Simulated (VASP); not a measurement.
Runs of VASP 6.6.1 on Ta. The structure is that of space group Fd-3m (No. 227), or close to it. The cells are those of the table. 

```tsv
task	cell	cutoff (eV)	gap on the mesh (eV)	pressure (GPa)
relaxation of cell and atoms	relaxed to 480 GPa from a = 3.143 Å, angles 60.0°, 2 atoms	600	none	480.0
single point	a = 3.143 Å, angles 60.0°, 2 atoms	520	none	(a)
single point	a = 3.139 Å, angles 60.0°, 2 atoms	520	none	485.3
relaxation of cell and atoms	relaxed to 480 GPa from a = 3.023 Å, angles 60.0°, 2 atoms	600	none	480.0
```

Alike in all rows: level PBE; potentials or basis VASP PAW PBE potentials, release 64 (Ta_pv); no spin polarisation; k mesh 15 × 15 × 15; smearing fermi-dirac 0.08 eV.

Q: Fill in the values left out.

A: (a) 478.9.

Caveats: spin-orbit coupling is left out, which moves the levels of the heavy elements; the cell is relaxed towards a set pressure, so the enthalpy falls and the energy may rise (some runs).

A k mesh can miss the band edges, and the runs leave out spin-orbit coupling on Ta.

A gap of «none» marks levels without a gap at the run's occupations.
